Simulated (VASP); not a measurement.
Hf: single point with PBEsol

Hf:

```xyz
2
Lattice="3.1596 0.0000 0.0000 -1.5798 2.7363 0.0000 0.0000 0.0000 4.9992" Properties=species:S:1:pos:R:3 pbc="T T T"
Hf    0.0000    1.8242    1.2498
Hf    1.5798    0.9121    3.7494
```

```
Program             : VASP 6.6.1
Task                : single point
Functional          : PBEsol
Potentials or basis : VASP PAW PBE potentials, release 64 (Hf_pv)
Cutoff              : 520 eV
k mesh              : 16 × 16 × 9
Occupations         : fermi-dirac, width 0.1 eV
Spin                : no spin polarisation
```

The pressure is -0.3 GPa. The band gap on the k mesh is zero (bands 10 and 11 overlap by 1.48 eV).

Stress tensor (GPa, compression positive):
```
-0.37  0.00  0.00
 0.00 -0.37  0.00
 0.00  0.00 -0.29
```

Levels at points of the mesh, in eV from the Fermi level:
| k point | band 8 | band 9 | band 10 | band 11 | band 12 | band 13 |
| --- | --- | --- | --- | --- | --- | --- |
| (0.00, 0.00, 0.00) | -3.81 | 0.81 | 1.19 | 1.19 | 1.48 | 2.05 |
| (0.50, 0.00, 0.00) | -2.86 | -2.32 | -0.71 | 0.78 | 0.93 | 1.75 |

Wall time 110 s on 1 thread of Intel Xeon 8259CL, with other jobs on the host, peak memory 0.23 GiB.

Caveat: the PAW data sets were made with another functional, which shifts forces and pressure a little; spin-orbit coupling is left out, which moves the levels of the heavy elements.
